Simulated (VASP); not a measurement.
# As (R-3m) in VASP: a series of runs

The runs below take As through single point, relaxation of cell and atoms, with PBE.

Program: VASP 6.6.1. These are calculated values, not measurements. Logs are shortened: lines on timing, memory, paths and dates and some standing lists are left out, and cuts for length are marked.

## Step 1: The cell of the first run

The structure is trigonal, space group R-3m (No. 166). Conventional cell: a = 3.812 Å, b = 3.812 Å, c = 10.772 Å, α = 90.00°, β = 90.00°, γ = 120.00°. As (site symmetry 3m) has 6 As at 2.55 to 3.18 Å within 3.4 Å.

## Step 2: Single point, PBE

Contents of INCAR:

```
SYSTEM = As
  PREC = Accurate
  ENCUT = 520
  EDIFF = 1E-6
  ISMEAR = -1
  SIGMA = 0.05
  LREAL = .FALSE.
  LASPH = .TRUE.
  NELM = 80
  ALGO = Normal
  ISIF = 2
  LWAVE = .FALSE.
  LCHARG = .FALSE.
  GGA = PE
  NBANDS = 12
```

Contents of KPOINTS:

```
Automatic mesh
0
G
  11 11 11
  0 0 0
```

Contents of POSCAR:

```
As
1.0
    1.9058117803      1.1003209444      3.5906897212
   -1.9058117803      1.1003209444      3.5906897212
    0.0000000000     -2.2006418888      3.5906897212
As
2
Direct
    0.7735166772      0.7735166772      0.7735166772
    0.2264833228      0.2264833228      0.2264833228
```

Potentials or basis: VASP PAW PBE potentials, release 64 (As).

On the command line:

```bash
$ cat potpaw_PBE.64/As/POTCAR > POTCAR
$ mpirun -np 1 vasp_std > vasp.out
```

OUTCAR:

```text
SYSTEM = As
   PREC = Accurate
   ENCUT = 520
   EDIFF = 1E-6
   ISMEAR = -1
   LREAL = .FALSE.
   LASPH = .TRUE.
   NELM = 80
   ISIF = 2
   GGA = PE

 ion  position               nearest neighbor table
   1  0.774  0.774  0.774-   2 2.55   2 2.55   2 2.55
   2  0.226  0.226  0.226-   1 2.55   1 2.55   1 2.55

  LATTYP: Found a trigonal (rhomboedric) cell.
 ALAT       =     4.2113985084
 COS(alpha) =     0.5904213295

  Lattice vectors:

 A1 = (   1.9058117803,   1.1003209444,   3.5906897212)
 A2 = (  -1.9058117803,   1.1003209444,   3.5906897212)
 A3 = (   0.0000000000,  -2.2006418888,   3.5906897212)

Analysis of symmetry for initial positions (statically):
=====================================================================
 Subroutine PRICEL returns:
 Original cell was already a primitive cell.

 Routine SETGRP: Setting up the symmetry group for a
 trigonal (rhombohedral) supercell.

 Subroutine GETGRP returns: Found 12 space group operations
 (whereof 12 operations were pure point group operations)
 out of a pool of 12 trial point group operations.

The static configuration has the point symmetry D_3d.

Analysis of symmetry for dynamics (positions and initial velocities):
=====================================================================
 Subroutine PRICEL returns:
 Original cell was already a primitive cell.

 Routine SETGRP: Setting up the symmetry group for a
 trigonal (rhombohedral) supercell.

 Subroutine GETGRP returns: Found 12 space group operations
 (whereof 12 operations were pure point group operations)
 out of a pool of 12 trial point group operations.

The dynamic configuration has the point symmetry D_3d.

 Subroutine INISYM returns: Found 12 space group operations
 (whereof 12 operations are pure point group operations),
 and found     1 'primitive' translations

----------------------------------------------------------------------------------------

                                     Primitive cell

  volume of cell :      45.1782

  direct lattice vectors                    reciprocal lattice vectors
     1.905811780  1.100320944  3.590689721     0.262355394  0.151470957  0.092832675
    -1.905811780  1.100320944  3.590689721    -0.262355394  0.151470957  0.092832675
     0.000000000 -2.200641889  3.590689721     0.000000000 -0.302941914  0.092832675

  length of vectors
     4.211398508  4.211398508  4.211398508     0.316846507  0.316846507  0.316846507

  position of ions in fractional coordinates (direct lattice)
     0.773516677  0.773516677  0.773516677
     0.226483323  0.226483323  0.226483323

  ion indices of the primitive-cell ions
   primitive index   ion index
                 1           1
                 2           2

----------------------------------------------------------------------------------------

 KPOINTS: Automatic mesh

Automatic generation of k-mesh.
 Grid dimensions read from file:
 generate k-points for:   11   11   11

 Generating k-lattice:

  Cartesian coordinates                     Fractional coordinates (reciprocal lattice)
     0.023850490  0.013770087  0.008439334     0.090909091 -0.000000000  0.000000000
    -0.023850490  0.013770087  0.008439334    -0.000000000  0.090909091  0.000000000
     0.000000000 -0.027540174  0.008439334     0.000000000  0.000000000  0.090909091

  Length of vectors
     0.028804228  0.028804228  0.028804228

  Shift w.r.t. Gamma in fractional coordinates (k-lattice)
     0.000000000  0.000000000  0.000000000

 Subroutine IBZKPT returns following result:
 ===========================================

 Found    146 irreducible k-points:

 Following reciprocal coordinates:
            Coordinates               Weight
  0.000000  0.000000  0.000000      1.000000
  0.090909  0.000000  0.000000      6.000000
  0.181818 -0.000000  0.000000      6.000000
  0.272727  0.000000  0.000000      6.000000
  0.363636 -0.000000  0.000000      6.000000
  0.454545 -0.000000  0.000000      6.000000
[... 16 lines left out ...]
 -0.272727  0.181818  0.000000     12.000000
 -0.181818  0.181818  0.000000      6.000000
 [... further k-points ...]
   k-points           NKPTS =    146   k-points in BZ     NKDIM =    146   number of bands    NBANDS=     12
   number of dos      NEDOS =    301   number of ions     NIONS =      2
   total plane-waves  NPLWV =  32768
   dimension x,y,z NGX =    32 NGY =   32 NGZ =   32
   dimension x,y,z NGXF=    64 NGYF=   64 NGZF=   64
   ions per type =               2
   NGX,Y,Z   is equivalent  to a cutoff of  12.63, 12.63, 12.63 a.u.
   NGXF,Y,Z  is equivalent  to a cutoff of  25.26, 25.26, 25.26 a.u.
 SYSTEM =  As
   PREC   = accura    normal or accurate (medium, high low for compatibility)
   ISTART =      0    job   : 0-new  1-cont  2-samecut
   ICHARG =      2    charge: 1-file 2-atom 10-const
   ISPIN  =      1    spin polarized calculation?
   LNONCOLLINEAR =      F non collinear calculations
   LSORBIT =      F    spin-orbit coupling
   LASPH  =      T    aspherical Exc in radial PAW
   ENCUT  =  520.0 eV  38.22 Ry    6.18 a.u.   7.83  7.83  7.83*2*pi/ulx,y,z
   NELM   =     80;   NELMIN=  2; NELMDL= -5     # of ELM steps
   EDIFF  = 0.1E-05   stopping-criterion for ELM
   LREAL  =      F    real-space projection
   EDIFFG = 0.1E-04   stopping-criterion for IOM
   NSW    =      0    number of steps for IOM
   IBRION =     -1    ionic relax: 0-MD 1-quasi-New 2-CG
   NFREE  =      0    steps in history (QN), initial steepest desc. (CG)
   ISIF   =      2    stress and relaxation
   ISYM   =      2    0-nonsym 1-usesym 2-fastsym
   POTIM  = 0.5000    time-step for ionic-motion
   TEBEG  =    0.0;   TEEND  =   0.0 temperature during run
   PSTRESS=    0.0 pullay stress
   NELECT =      10.0000    total number of electrons
   NUPDOWN=      -1.0000    fix difference up-down
   EMIN   =  10.00;   EMAX   =-10.00  energy-range for DOS
   EFERMI =   0.00;   METHOD = LEGACY
   ISMEAR =    -1;   SIGMA  =   0.05  broadening in eV -4-tet -1-fermi 0-gaus
   EFERMI_NEDOS =   21; number of points for ismear=-14 and -15
   IALGO  =     38    algorithm
   IMIX   =      4    mixing-type and parameters
     AMIX     =   0.40;   BMIX     =  1.00
     AMIX_MAG =   1.60;   BMIX_MAG =  1.00
  volume/ion in A,a.u.               =      22.59       152.44
  Fermi-wavevector in a.u.,A,eV,Ry     =   0.990297  1.871389 13.343064  0.980688
  Thomas-Fermi vector in A             =   2.121957
   LORBIT       =      0    0 simple, 1 ext, 2 COOP (PROOUT), +10 PAW based schemes
   GGA     = PE    functional components
   LHFCALC =     F    Hartree Fock is set to
   AEXX    =    0.0000 exact exchange contribution
   IVDW    =     0    specifies the selected vdW correction
   LEPSILON=     F    determine dielectric tensor
   LRPA    =     F    only Hartree local field effects (RPA)
 non-spin polarized calculation
  energy-cutoff  :      520.00
  volume of cell :       45.18
 maximum number of plane-waves:      1229
   NGX = 15   NGY = 15   NGZ = 15

 number of electron      10.0000000 magnetization

 number of electron       9.9999999 magnetization

 Free energy of the ion-electron system (eV)
  ---------------------------------------------------
  ext. energy  EPLUGINS =         0.00000000
  ---------------------------------------------------
  free energy    TOTEN  =        -9.34615013 eV

  energy without entropy =       -9.34501427  energy(sigma->0) =       -9.34558220

 E-fermi :   4.9917     XC(G=0):  -9.7569

 val. band max:        4.9736712063   @ k =   0.4545   0.3636   0.3636
 cond. band min:       4.9981085486   @ k =   0.4545   0.0909   0.0909
 fundamental gap:      0.0244373423
 Fermi energy:         4.9917137201

 k-point     1 :       0.0000    0.0000    0.0000
  band No.  band energies     occupation
      1      -9.6943      2.00000
      2      -1.1182      2.00000
      3       2.5331      2.00000
      4       3.0560      2.00000
      5       3.0560      2.00000
      6       6.5787      0.00000
      7       7.7707      0.00000
      8       7.7707      0.00000
      9      11.8688      0.00000
     10      11.8688      0.00000
     11      12.2424      0.00000
     12      13.6983      0.00000

 k-point     2 :       0.0909    0.0000    0.0000
  band No.  band energies     occupation
      1      -9.5884      2.00000
      2      -1.4469      2.00000
      3       2.5777      2.00000
      4       2.9611      2.00000
      5       2.9738      2.00000
      6       6.7846      0.00000
      7       7.5409      0.00000
      8       7.6954      0.00000
      9      11.1631      0.00000
     10      11.7264      0.00000
     11      11.7599      0.00000
     12      14.2757      0.00000

 k-point     3 :       0.1818   -0.0000    0.0000
  band No.  band energies     occupation
      1      -9.2732      2.00000
      2      -2.3057      2.00000
      3       2.4032      2.00000
      4       2.7741      2.00000
      5       3.1556      2.00000
      6       6.5842      0.00000
      7       7.2703      0.00000
      8       7.4144      0.00000
      9      10.7268      0.00000
     10      11.3987      0.00000
     11      12.0489      0.00000
     12      15.6590      0.00000
[... 286 lines left out ...]
 k-point    23 :      -0.2727    0.1818    0.0000
  band No.  band energies     occupation
      1      -7.8984      2.00000
      2      -4.5514      2.00000
      3       0.6395      2.00000
      4       2.7319      2.00000
      5       3.2185      2.00000
      6       5.7096      0.00000
      7       6.0485      0.00000
      8       8.6988      0.00000
      9      10.9995      0.00000
     10      13.0322      0.00000
     11      15.5227      0.00000
     12      16.8769      0.00000

 k-point    24 :      -0.1818    0.1818    0.0000
  band No.  band energies     occupation
      1      -8.5419      2.00000
      2      -3.6070      2.00000
      3       1.1827      2.00000
      4       3.0000      2.00000
      5       3.2498      2.00000
      6       5.7201      0.00000
      7       6.2693      0.00000
      8       8.3915      0.00000
      9      10.3038      0.00000
     10      12.5933      0.00000
     11      14.7747      0.00000
     12      14.9311      0.00000

 [... further k-points ...]
[... 5 lines left out ...]
  --------------------------------------------------------------------------------------
  -------------------------------------------------------------------------------------
  Total        0.0792257      0.0792257      0.0566350      0.0000000     -0.0000000      0.0000000
  in kB        2.8096238      2.8096238      2.0084791      0.0000000     -0.0000000      0.0000000
  external PRESSURE =       2.5425756 kB  Pullay stress =       0.0000000 kB

 VOLUME and BASIS-vectors are now :
 -----------------------------------------------------------------------------
  energy-cutoff  :      520.00
  volume of cell :       45.18
      direct lattice vectors                 reciprocal lattice vectors
     1.905811780  1.100320944  3.590689721     0.262355394  0.151470957  0.092832675
    -1.905811780  1.100320944  3.590689721    -0.262355394  0.151470957  0.092832675
     0.000000000 -2.200641889  3.590689721     0.000000000 -0.302941914  0.092832675

 POSITION                                       TOTAL-FORCE (eV/Angst)
 -----------------------------------------------------------------------------------
      0.00000      0.00000      8.33238         0.000000      0.000000     -0.048281
      0.00000      0.00000      2.43969         0.000000      0.000000      0.048281
 -----------------------------------------------------------------------------------
    total drift:                                0.000000      0.000000     -0.000000

  FREE ENERGIE OF THE ION-ELECTRON SYSTEM (eV)
  ---------------------------------------------------
  free  energy   TOTEN  =        -9.3461501329 eV

  energy  without entropy=       -9.3450142686  energy(sigma->0) =       -9.34558220
```

It took 18 s on 1 thread of Intel Xeon 6975P-C (Granite Rapids), shared host; peak memory 0.21 GiB.

Results:

- Free energy: -9.3462 eV
- Pressure: 0.3 GPa
- Largest force: 0.048 eV/Å
- Band gap on the k mesh: zero (bands 5 and 6 overlap by 0.30 eV)

Forces in eV/Å, atoms in the order of the input:
```
As   0.000  0.000 -0.048
As   0.000  0.000  0.048
```

Stress tensor (GPa, compression positive):
```
0.28 0.00 0.00
0.00 0.28 0.00
0.00 0.00 0.20
```

## Step 3: Relaxation of cell and atoms, PBE

This run uses another cell than the first one, of 21.53 Å³/atom.

Contents of INCAR:

```
PREC = Accurate
ENCUT = 600
EDIFF = 1E-7
ISMEAR = -1
SIGMA = 0.05
LREAL = F
LASPH = T
NELM = 100
ALGO = Normal
ISIF = 3
LWAVE = F
LCHARG = F
GGA = PE
IBRION = 2
NSW = 100
EDIFFG = -0.003
```

Contents of KPOINTS:

```
Automatic mesh
0
Gamma
  11 11 11
```

Contents of POSCAR:

```
As
1.0
    1.8807968987      1.0858785957      3.5140619945
   -1.8807968987      1.0858785957      3.5140619945
    0.0000000000     -2.1717571915      3.5140619945
As
2
Direct
    0.7740000000      0.7740000000      0.7740000000
    0.2260000000      0.2260000000      0.2260000000
```

Potentials or basis: VASP PAW PBE potentials, release 64 (As).

On the command line:

```bash
$ cat potpaw_PBE.64/As/POTCAR > POTCAR
$ mpirun -np 1 vasp_std > vasp.out
```

Wall time 3.1 min (1 thread of Intel Xeon 6975P-C (Granite Rapids), shared host); peak memory 0.25 GiB.

Results (log left out):

```
Free energy                           : -9.3463 eV
Relaxed volume                        : 22.58 Å³/atom
Relaxed cell                          : a = 4.203 Å, b = 4.203 Å, c = 4.203 Å, α = 54.03°, β = 54.03°, γ = 54.03°
Space group after relaxing (to 0.1 Å) : R-3m (No. 166)
Energy gained by relaxing             : 14.8 meV/atom
Ionic steps                           : 15
Pressure after relaxing               : 0.0 GPa
Band gap on the k mesh                : zero (bands 5 and 6 overlap by 0.29 eV)
```

The path:
```csv
step,energy change (eV),largest force (eV/Å),pressure (GPa),volume (Å³)
1,0.0000,0.4922,4.06,43.06
2,-0.0111,0.3843,-2.68,46.55
3,-0.0294,0.0235,0.03,44.95
4,-0.0294,0.0141,0.10,44.91
5,-0.0295,0.0059,0.09,44.96
6,-0.0295,0.0115,0.04,45.04
7,-0.0295,0.0054,-0.05,45.12
8,-0.0295,0.0074,-0.06,45.13
9,-0.0296,0.0081,-0.02,45.12
10,-0.0296,0.0087,0.00,45.12
11,-0.0296,0.0089,0.01,45.12
12,-0.0296,0.0035,0.02,45.13
13,-0.0296,0.0029,0.03,45.14
14,-0.0296,0.0002,-0.02,45.19
15,-0.0296,0.0013,0.00,45.17
```

Final structure:
```yaml
crystal:
  lattice:
    - [1.90891, 1.10211, 3.57837]
    - [-1.90891, 1.10211, 3.57837]
    - [0.00000, -2.20422, 3.57837]
  atoms:
    - { symbol: As, position: [0.77316, 0.77316, 0.77316] }
    - { symbol: As, position: [0.22684, 0.22684, 0.22684] }
```

Levels at points of the mesh, in eV from the Fermi level:
```
           k point  band 2  band 3  band 4  band 5  band 6  band 7  band 8  band 9
(0.00, 0.00, 0.00)   -6.10   -2.43   -1.93   -1.93    1.63    2.80    2.80    6.85
```

PBE usually gives volumes a little too large and moduli too small. Zero-point motion and thermal expansion aren't in these numbers.
